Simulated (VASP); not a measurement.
SnSe2: single point with BLYP

The system is SnSe2.

```xyz
3
Lattice="3.9796 0.0000 0.0000 -1.9898 3.4464 0.0000 0.0000 0.0000 9.2624" Properties=species:S:1:pos:R:3 pbc="T T T"
Sn    0.0000    0.0000    0.0000
Se    1.9898    1.1488    7.6598
Se    0.0000    2.2976    1.6027
```

```yaml
Program: VASP 6.6.1
Task: single point
Functional: BLYP
Potentials_or_basis: VASP PAW PBE potentials, release 64 (Sn_d, Se)
Cutoff: 520 eV
k_mesh: 8 × 8 × 5
Occupations: fermi-dirac, width 0.05 eV
Spin: no spin polarisation
```

The pressure is 0.1 GPa and the largest force is 0.020 eV/Å. The band gap on the k mesh is 0.73 eV (least direct gap 0.98 eV).

Forces in eV/Å, atoms in the order of the input:
```
Sn   0.000  0.000  0.000
Se   0.000  0.000 -0.020
Se   0.000  0.000  0.020
```

Levels at points of the mesh, in eV from the valence-band top:
| k point | band 11 | band 12 | band 13 | band 14 | band 15 | band 16 |
| --- | --- | --- | --- | --- | --- | --- |
| (0.00, 0.00, 0.00) | -0.46 | -0.08 | -0.08 | 1.11 | 2.98 | 4.40 |
| (0.50, 0.00, 0.00) | -1.89 | -0.47 | -0.24 | 0.74 | 4.05 | 5.55 |

Wall time 2.8 min on 1 thread of Intel Xeon 8259CL, with other jobs on the host, peak memory 0.29 GiB.

Caveat: the PAW data sets were made with another functional, which shifts forces and pressure a little; spin-orbit coupling is left out, which moves the levels of the heavy elements; an odd mesh through Γ misses points on the zone boundary, where band edges can lie.
